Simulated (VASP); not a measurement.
Here is a VASP 6.6.1 calculation.

INCAR

```
SYSTEM = LaTl
PREC = Accurate ; ENCUT = 520
EDIFF = 1E-6 ; ISMEAR = -1
SIGMA = 0.05 ; LREAL = .False.
LASPH = .True. ; NELM = 60
ALGO = Normal ; ISIF = 2
LWAVE = .False. ; LCHARG = .False.
GGA = CA ; NBANDS = 19
```

KPOINTS

```
Automatic mesh
0
Gamma
  9 9 9
  0 0 0
```

Contents of POSCAR:

```
LaTl
1.0
    3.9723779900      0.0000000000      0.0000000000
    0.0000000000      3.9723779900      0.0000000000
    0.0000000000      0.0000000000      3.9723779900
La Tl
1 1
Direct
    0.0000000000      0.0000000000      0.0000000000
    0.5000000000      0.5000000000      0.5000000000
```

Potentials or basis: VASP PAW LDA potentials, release 64 (La, Tl_d).

Run with:

```sh
$ cat potpaw_LDA.64/La/POTCAR potpaw_LDA.64/Tl_d/POTCAR > POTCAR
$ mpirun -np 1 vasp_std > vasp.out
```

(1) What does it give for the band gap on the k mesh?

(2) Estimate the pressure.

## Answers

(1) zero (band 12 reaches 7.67 eV, above the bottom of band 13 at 5.69 eV).

(2) -3.6 GPa.

Caveat: spin-orbit coupling is left out, which moves the levels of the heavy elements.
